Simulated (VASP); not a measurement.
# PbF2 (Fm-3m) in VASP: notebook, part 2 of 2

VASP 6.6.1. Earlier steps stand in the parts before.

## Step 4: Relaxation of cell and atoms, PBE+D3(BJ)

This run uses another cell than the first one, of 17.35 Å³/atom.

File INCAR:

```
SYSTEM = PbF2
ALGO = Normal
EDIFF = 1E-7
EDIFFG = -0.01
ENCUT = 600
GGA = PE
GGA_COMPAT = .False.
IBRION = 2
ISIF = 3
ISMEAR = -1
IVDW = 12
LASPH = .True.
LCHARG = .False.
LREAL = .False.
LWAVE = .False.
NELM = 120
NELMIN = 4
NSW = 60
PREC = Accurate
SIGMA = 0.05
```

File KPOINTS:

```
k-points
0
Gamma
  8 8 8
  0 0 0
```

File POSCAR:

```
PbF2
1.0
    0.0000000000      2.9636600000      2.9636600000
    2.9636600000      0.0000000000      2.9636600000
    2.9636600000      2.9636600000      0.0000000000
Pb F
1 2
Direct
    0.0000000000      0.0000000000      0.0000000000
    0.7500000000      0.7500000000      0.7500000000
    0.2500000000      0.2500000000      0.2500000000
```

Potentials or basis: VASP PAW PBE potentials, release 64 (Pb_d, F).

Run with:

```
cat potpaw_PBE.64/Pb_d/POTCAR potpaw_PBE.64/F/POTCAR > POTCAR
mpirun -np 1 vasp_std > vasp.out
```

OUTCAR:

```text
SYSTEM = PbF2
   EDIFF = 1E-7
   EDIFFG = -0.01
   ENCUT = 600
   GGA = PE
   IBRION = 2
   ISIF = 3
   ISMEAR = -1
   IVDW = 12
   LASPH = .True.
   LREAL = .False.
   NELM = 120
   NELMIN = 4
   NSW = 60
   PREC = Accurate
 IVDW          = 12

 ion  position               nearest neighbor table
   1  0.000  0.000  0.000-   2 2.57   2 2.57   2 2.57   3 2.57   3 2.57   3 2.57   3 2.57   2 2.57

   2  0.750  0.750  0.750-   1 2.57   1 2.57   1 2.57   1 2.57
   3  0.250  0.250  0.250-   1 2.57   1 2.57   1 2.57   1 2.57

  LATTYP: Found a face centered cubic cell.
 ALAT       =     5.9273200000

  Lattice vectors:

 A1 = (   0.0000000000,   2.9636600000,   2.9636600000)
 A2 = (   2.9636600000,   0.0000000000,   2.9636600000)
 A3 = (   2.9636600000,   2.9636600000,   0.0000000000)

Analysis of symmetry for initial positions (statically):
=====================================================================
 Subroutine PRICEL returns:
 Original cell was already a primitive cell.

 Routine SETGRP: Setting up the symmetry group for a
 face centered cubic supercell.

 Subroutine GETGRP returns: Found 48 space group operations
 (whereof 48 operations were pure point group operations)
 out of a pool of 48 trial point group operations.

[... 145 lines left out ...]
   LEPSILON=     F    determine dielectric tensor
   LRPA    =     F    only Hartree local field effects (RPA)
 conjugate gradient relaxation of ions
 non-spin polarized calculation
  energy-cutoff  :      600.00
  volume of cell :       52.06
 maximum number of plane-waves:      1807
 NGX is ok and might be reduce to    36
   NGX = 17   NGY = 17   NGZ = 17

--------------------------------------- Ionic step        1  -------------------------------------------

 number of electron      28.0000008 magnetization

 Free energy of the ion-electron system (eV)
  ---------------------------------------------------
  ext. energy  EPLUGINS =         0.00000000
  ---------------------------------------------------
  free energy    TOTEN  =       -14.33741145 eV

  energy without entropy =      -14.33741145  energy(sigma->0) =      -14.33741145

------------------------ aborting loop because EDIFF is reached ----------------------------------------

 Edisp (eV)   -0.46041

 E8    (eV) :    -0.1983
[... 73 lines left out ...]
--------------------------------------- Ionic step        3  -------------------------------------------

 number of electron      28.0000004 magnetization

 Free energy of the ion-electron system (eV)
  ---------------------------------------------------
  ext. energy  EPLUGINS =         0.00000000
  ---------------------------------------------------
  free energy    TOTEN  =       -14.34629839 eV

  energy without entropy =      -14.34629839  energy(sigma->0) =      -14.34629839

 E-fermi :   2.8347     XC(G=0):  -9.3344

 val. band max:        1.7111889164   @ k =  -0.2500   0.5000   0.2500
 cond. band min:       6.1301542667   @ k =   0.5000   0.5000   0.0000
 fundamental gap:      4.4189653503
 Fermi energy:         2.8347148140

 k-point     1 :       0.0000    0.0000    0.0000
  band No.  band energies     occupation
      1     -19.2693      2.00000
      2     -18.6751      2.00000
      3     -12.7089      2.00000
      4     -12.7089      2.00000
      5     -12.7089      2.00000
      6     -12.6584      2.00000
[... 481 lines left out ...]
      5     -12.6346      2.00000
      6     -12.6052      2.00000
[... 10 lines left out ...]
     17       9.4015      0.00000
     18      12.6620      0.00000

 [... further k-points ...]

------------------------ aborting loop because EDIFF is reached ----------------------------------------

 Edisp (eV)   -0.45396

 E8    (eV) :    -0.1956
[... 26 lines left out ...]
  FREE ENERGIE OF THE ION-ELECTRON SYSTEM (eV)
  ---------------------------------------------------
  free  energy   TOTEN  =       -14.8002628028 eV

  energy  without entropy=      -14.8002628027  energy(sigma->0) =      -14.80026280

 reached required accuracy - stopping structural energy minimisation
```

Wall time 3 min (1 thread of Oxide Virtual Turin-like, shared host); peak memory 0.19 GiB.

Results:

* Free energy: -14.8003 eV
* Relaxed volume: 17.61 Å³/atom
* Relaxed cell: a = 4.211 Å, b = 4.211 Å, c = 4.211 Å, α = 60.00°, β = 60.00°, γ = 60.00°
* Space group after relaxing (to 0.1 Å): Fm-3m (No. 225)
* Energy gained by relaxing: 0.8 meV/atom
* Ionic steps: 3
* Pressure after relaxing: 0.0 GPa
* Band gap on the k mesh: 4.42 eV (least direct gap 4.56 eV)
* Dispersion energy per atom: -0.151 eV

The path:
```tsv
step	energy change (eV)	largest force (eV/Å)	pressure (GPa)	volume (Å³)
1	0.0000	0.0000	1.05	52.06
2	-0.0024	0.0000	-0.14	52.92
3	-0.0024	0.0000	0.00	52.82
```

Final structure:
```
Pb F
1.0
     0.00000    2.97793    2.97793
     2.97793    0.00000    2.97793
     2.97793    2.97793    0.00000
Pb F
1 2
Direct
  0.00000 0.00000 0.00000
  0.75000 0.75000 0.75000
  0.25000 0.25000 0.25000
```

Caveat: spin-orbit coupling is left out, which moves the levels of the heavy elements.

## Step 5: Relaxation of cell and atoms, PBE+D4

This run uses another cell than the first one, of 17.35 Å³/atom.

File INCAR:

```
ALGO = Normal
EDIFF = 1E-7
EDIFFG = -0.01
ENCUT = 600
GGA = PE
GGA_COMPAT = F
IBRION = 2
ISIF = 3
ISMEAR = -1
IVDW = 13
LASPH = T
LCHARG = F
LREAL = F
LWAVE = F
NELM = 120
NELMIN = 4
NSW = 60
PREC = Accurate
SIGMA = 0.05
```

File KPOINTS:

```
k-points
0
Gamma
  8 8 8
```

POSCAR is that of step 4.

Run with:

```
cat potpaw_PBE.64/Pb_d/POTCAR potpaw_PBE.64/F/POTCAR > POTCAR
mpirun -np 1 vasp_std > vasp.out
```

Run time: 3.4 min. Hardware: 1 thread of Oxide Virtual Turin-like, shared host; peak memory 0.19 GiB.

Results (log left out):

```
Free energy                           : -14.9171 eV
Relaxed volume                        : 17.91 Å³/atom
Relaxed cell                          : a = 4.236 Å, b = 4.236 Å, c = 4.236 Å, α = 60.00°, β = 60.00°, γ = 60.00°
Space group after relaxing (to 0.1 Å) : Fm-3m (No. 225)
Energy gained by relaxing             : 11.0 meV/atom
Ionic steps                           : 5
Pressure after relaxing               : 0.0 GPa
Band gap on the k mesh                : 4.42 eV (least direct gap 4.56 eV)
Dispersion energy per atom            : -0.189 eV
```

Step by step:
```
step  energy change (eV)  largest force (eV/Å)  pressure (GPa)  volume (Å³)
   1              0.0000                0.0000            4.21        52.06
   2             -0.0107                0.0000           -3.18        55.58
   3             -0.0320                0.0000           -0.94        54.05
   4             -0.0330                0.0000            0.22        53.67
   5             -0.0330                0.0000           -0.04        53.74
```

Final structure:
```
Pb F
1.0
     0.00000    2.99527    2.99527
     2.99527    0.00000    2.99527
     2.99527    2.99527    0.00000
Pb F
1 2
Direct
  0.00000 0.00000 0.00000
  0.75000 0.75000 0.75000
  0.25000 0.25000 0.25000
```

Levels at points of the mesh, in eV from the valence-band top:
| k point | band 11 | band 12 | band 13 | band 14 | band 15 | band 16 | band 17 | band 18 |
| --- | --- | --- | --- | --- | --- | --- | --- | --- |
| (0.00, 0.00, 0.00) | -2.27 | -1.78 | -1.78 | -1.78 | 6.74 | 6.74 | 6.74 | 10.56 |
| (0.50, 0.00, 0.00) | -2.45 | -1.95 | -1.95 | -0.01 | 5.03 | 7.57 | 7.57 | 13.17 |
| (0.50, 0.50, 0.00) | -1.38 | -1.38 | -1.38 | -0.14 | 4.42 | 7.78 | 7.78 | 9.03 |

Caveat: spin-orbit coupling is left out, which moves the levels of the heavy elements.

## Step 6: Overview

```tsv
task	level	cell	gap on the mesh (eV)	pressure (GPa)	relaxed volume (Å³/atom)
single point	PBE+D3(BJ)	a = 4.216 Å, angles 60.0°, 3 atoms	4.42	-0.2	-
single point	PBE+D4	a = 4.237 Å, angles 60.0°, 3 atoms	4.42	-0.2	-
relaxation of cell and atoms	PBE+D3(BJ)	relaxed from a = 4.191 Å, angles 60.0°, 3 atoms	4.42	0.0	17.61
relaxation of cell and atoms	PBE+D4	relaxed from a = 4.191 Å, angles 60.0°, 3 atoms	4.42	0.0	17.91
```

Alike in all rows: potentials or basis VASP PAW PBE potentials, release 64 (Pb_d, F); no spin polarisation; k mesh 8 × 8 × 8; cutoff (eV) 600; smearing fermi-dirac 0.05 eV.

Caveats: spin-orbit coupling is left out, which moves the levels of the heavy elements.

Absolute energies hang on the potentials; compare differences alone.
